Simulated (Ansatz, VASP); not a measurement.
## Bi2Te3: VASP beside Ansatz

```
Bi Te
1.0
     2.19300    1.26613   10.16567
    -2.19300    1.26613   10.16567
     0.00000   -2.53226   10.16567
Bi Te
2 3
Direct
  0.40000 0.40000 0.40000
  0.60000 0.60000 0.60000
  0.00000 0.00000 0.00000
  0.20950 0.20950 0.20950
  0.79050 0.79050 0.79050
```

Alike in both runs: task single point; functional PBE; k mesh 2 × 2 × 2; no spin polarisation.

|  | VASP | Ansatz |
| --- | --- | --- |
| version | VASP 6.6.1 | Ansatz 0.2.0 |
| potentials or method | VASP PAW PBE potentials, release 64 (Bi_d, Te), cutoff 500 eV | plane waves, PAW |
| occupations | methfessel-paxton of order 1, width 0.01 eV | cold, width 0.01 eV |
| valence electrons in the cell | 48 | 78 |

```tsv
	VASP	Ansatz	Ansatz less VASP
pressure (GPa)	4.3	4.3	+0.01
traceless stress, the component that is largest in VASP (GPa)	-5.03	-5.03	+0.001
```

VASP's potentials hold 48 valence electrons a cell and Ansatz's 78, so a difference there can come from the potentials and not from the codes.

The k mesh is coarse, so the values compare programs but aren't converged. Spin-orbit coupling is off throughout.
